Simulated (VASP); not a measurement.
Set up this calculation in VASP 6.6.1, as the native input.

```yaml
Task: single point
Functional: PBE
Potentials_or_basis: VASP PAW PBE potentials, release 64 (Cd_sv_GW, F)
Cutoff: 700 eV
k_mesh: 8 × 8 × 8
Occupations: gaussian, width 0.05 eV
Spin: no spin polarisation
Dipole_correction: no
Further_INCAR_settings: ALGO = Normal; EDIFF = 1e-06; NBANDS = 24
```

The structure of CdF2 lies in POSCAR:

```
CdF2
1.0
    0.0000000000      2.6535900000      2.6535900000
    2.6535900000      0.0000000000      2.6535900000
    2.6535900000      2.6535900000      0.0000000000
Cd F
1 2
Direct
    0.0000000000      0.0000000000      0.0000000000
    0.2500000000      0.2500000000      0.2500000000
    0.7500000000      0.7500000000      0.7500000000
```

This cell differs from its parent crystal: strain -0.015 along x and y, -0.015 along z.

One way to write it, as run:

INCAR

```
PREC     = Accurate       # precision mode
ENCUT    = 700            # plane-wave cutoff, eV
EDIFF    = 1E-6           # SCF threshold, eV
ISMEAR   = 0              # smearing method
SIGMA    = 0.05           # smearing width, eV
LREAL    = False          # projectors in reciprocal space
LASPH    = True           # aspherical terms in the spheres
NELM     = 120            # most SCF steps
ALGO     = Normal         # electronic algorithm
ISIF     = 2              # what is computed and relaxed
LWAVE    = False          # write WAVECAR
LCHARG   = False          # write CHGCAR
GGA      = PE             # functional
NBANDS   = 24             # bands
GGA_COMPAT= False
```

KPOINTS

```
regular mesh
0
Gamma
  8 8 8
```

Potentials or basis: VASP PAW PBE potentials, release 64 (Cd_sv_GW, F).

Run with:

```console
$ cat potpaw_PBE.64/Cd_sv_GW/POTCAR potpaw_PBE.64/F/POTCAR > POTCAR
$ mpirun -np 1 vasp_std > vasp.out
```

It gave:

```
Pressure               : 11.0 GPa
Band gap on the k mesh : 3.25 eV (least direct gap 3.69 eV)
```

Caveat: the cell differs from its parent crystal (strain -0.015 along x and y, -0.015 along z); the cell stands under pressure.

It took 16 s on 1 thread of Intel(R) Xeon(R) 6975P-C (Granite Rapids), with other jobs on the host, peak memory 0.2 GiB.
